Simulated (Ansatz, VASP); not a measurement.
# PtS2 in VASP and in Ansatz

File INCAR:

```
PREC = Accurate
ENCUT = 520
EDIFF = 1E-7
ISMEAR = 0
SIGMA = 0.05
LREAL = F
LASPH = T
NELM = 100
ALGO = Normal
ISIF = 2
LWAVE = F
LCHARG = F
LDIPOL = T
IDIPOL = 3
DIPOL = 0.5 0.5 0.394
GGA = PE
IVDW = 12
NBANDS = 31
```

File KPOINTS:

```
regular mesh
0
Gamma
  9 9 1
```

The input POSCAR:

```
PtS2
1.0
    3.5415278079      0.0000000000      0.0000000000
   -1.7707639039      3.0670530498      0.0000000000
    0.0000000000      0.0000000000     22.4670615492
S Pt
4 2
Direct
    0.6666666667      0.3333333333      0.2002932155
    0.3333333333      0.6666666667      0.3108341854
    1.0000000000      0.0000000000      0.4773001022
    1.3333333333     -0.3333333333      0.5878410722
    0.0000000000      0.0000000000      0.2555637004
    1.6666666667      0.3333333333      0.5325705872
```

Input for Ansatz:

```yaml
crystal:
  lattice:
    - [3.5415278079, 0.0, 0.0]
    - [-1.7707639039, 3.0670530498, 0.0]
    - [0.0, 0.0, 22.4670615492]
  atoms:
    - { symbol: S, position: [0.6666666667, 0.3333333333, 0.2002932155] }
    - { symbol: Pt, position: [0.0, 0.0, 0.2555637004] }
    - { symbol: S, position: [0.3333333333, 0.6666666667, 0.3108341854] }
    - { symbol: S, position: [1.0, 0.0, 0.4773001022] }
    - { symbol: Pt, position: [1.6666666667, 0.3333333333, 0.5325705872] }
    - { symbol: S, position: [1.3333333333, -0.3333333333, 0.5878410722] }
basis:
  ecutwfc: 420
kpoints:
  mp_grid: { grid: [9, 9, 1] }
hamiltonian:
  xc: pbe
  pseudopotentials: { kind: paw, azcp: { folder: soft_1 } }
  dispersion: d3bj
scf:
  occupations: { method: gaussian, width: 0.05 }
output:
  forces: true
  eigenvalues: true
  write_density: true
  write_potential: true
  elf: true
  volumetric_format: npy
efield:
  axis: 3
  dipole_correction: true
  ramp_width: 0.04
```

Alike in both runs: task single point; functional PBE; dispersion D3(BJ); k mesh 9 × 9 × 1; occupations gaussian, width 0.05 eV; no spin polarisation.

```csv
,VASP,Ansatz
version,VASP 6.6.1,Ansatz 0.2.0
potentials or method,"VASP PAW PBE potentials, release 64 (S, Pt), cutoff 520 eV","scalar-relativistic, plane waves, PAW"
valence electrons in the cell,44,60
```

```csv
,VASP,Ansatz,Ansatz less VASP
gap on the k mesh at the Fermi level (eV),1.59,1.59,-0.005
least direct gap on the mesh (eV),1.69,1.68,-0.005
rms of the force components (eV/Å),0.026,0.030,+0.0040
```

VASP's potentials hold 44 valence electrons a cell and Ansatz's 60, so a difference there can come from the potentials and not from the codes. Ansatz's warnings: xc potential rough in thin density.

Neither program's run includes spin-orbit coupling.
